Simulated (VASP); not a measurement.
Tl, 1 atom in the cell. The structure is cubic, space group Im-3m (No. 229). The conventional cell has a = 3.958 Å, b = 3.958 Å, c = 3.958 Å, α = 90.00°, β = 90.00°, γ = 90.00°. Tl (site symmetry m-3m) has 14 Tl at 3.43 to 3.96 Å within 4.5 Å.  This cell differs from its parent crystal: volume scaled by 1.06.

* Program: VASP 6.6.1
* Task: single point
* Functional: LDA
* Potentials or basis: VASP PAW LDA potentials, release 64 (Tl_d)
* Cutoff: 520 eV
* k mesh: 13 × 13 × 13
* Occupations: fermi-dirac, width 0.05 eV
* Spin: no spin polarisation
* Dipole correction: no
* Further INCAR settings: ALGO = Normal; EDIFF = 1e-06; NBANDS = 12

Potentials or basis: VASP PAW LDA potentials, release 64 (Tl_d).

Command:

```bash
$ cat potpaw_LDA.64/Tl_d/POTCAR > POTCAR
$ mpirun -np 1 vasp_std > vasp.out
```

Hardware: 1 thread of Intel(R) Xeon(R) Platinum 8259CL CPU @ 2.50GHz (Skylake/Cascade Lake), with other jobs on the host.

Problem. How long does it take, and how much memory?

Solution. Run time: 21 s on 1 thread of Intel(R) Xeon(R) Platinum 8259CL CPU @ 2.50GHz (Skylake/Cascade Lake) (shared host), peak memory 0.15 GiB. Counts: scf iterations 9, k points 84.
